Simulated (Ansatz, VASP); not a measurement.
One calculation of GaN, two programs

File INCAR:

```
SYSTEM = GaN
  ALGO = Normal
  EDIFF = 1E-7
  ENCUT = 520
  GGA = PS
  ISIF = 2
  ISMEAR = -1
  LASPH = .True.
  LCHARG = .True.
  LELF = .True.
  LREAL = .False.
  LVHAR = .True.
  LWAVE = .False.
  NBANDS = 26
  NELM = 100
  PREC = Accurate
  SIGMA = 0.0122
```

File KPOINTS:

```
k-points
0
Gamma
  6 6 4
  0 0 0
```

The input POSCAR:

```
GaN
1.0
    1.6146090000      2.7965840000      0.0000000000
   -1.6146090000      2.7965840000      0.0000000000
    0.0000000000      0.0000000000      5.2527950000
Ga N
2 2
Direct
    0.6666700000      0.6666600000      0.0000000000
    0.3333400000      0.3333300000      0.5000000000
    0.6666700000      0.6666600000      0.3750000000
    0.3333400000      0.3333300000      0.8750000000
```

Input for Ansatz:

```yaml
crystal:
  lattice:
    - [1.614609, 2.796584, 0.0]
    - [-1.614609, 2.796584, 0.0]
    - [0.0, 0.0, 5.252795]
  atoms:
    - { symbol: Ga, position: [0.66667, 0.66666, 0.0] }
    - { symbol: Ga, position: [0.33334, 0.33333, 0.5] }
    - { symbol: "N", position: [0.66667, 0.66666, 0.375] }
    - { symbol: "N", position: [0.33334, 0.33333, 0.875] }
  symmetry: { tolerance: 0.0003 }
kpoints:
  mp_grid: { grid: [6, 6, 4], shift: [0, 0, 0] }
magnetization:
  spin_polarized: false
scf:
  occupations: { method: fermi_dirac, width: 0.0122 }
hamiltonian:
  pseudopotentials: { kind: paw }
  xc: pbesol
basis:
  ecutwfc: "450 eV"
output:
  forces: true
  stress: true
  eigenvalues: true
```

Alike in both runs: task single point; functional PBEsol; k mesh 6 × 6 × 4; occupations fermi-dirac, width 0.0122 eV; no spin polarisation.

```csv
,VASP,Ansatz
version,VASP 6.6.1,Ansatz 0.2.0
potentials or method,"VASP PAW PBE potentials, release 64 (Ga_d, N), cutoff 520 eV",PAW plane waves
valence electrons in the cell,36,36
```

```csv
,VASP,Ansatz,Ansatz less VASP
gap on the k mesh at the Fermi level (eV),1.61,1.59,-0.015
pressure (GPa),-7.4,-7.3,+0.15
"traceless stress, the component that is largest in VASP (GPa)",0.80,0.79,-0.011
rms of the force components (eV/Å),0.063,0.063,+0.0008
```

VASP's potentials were made for PBE, not for PBEsol. Atom by atom the forces differ by 0.001 eV/Å (rms over components). Ansatz's warnings: structure snapped to symmetry.
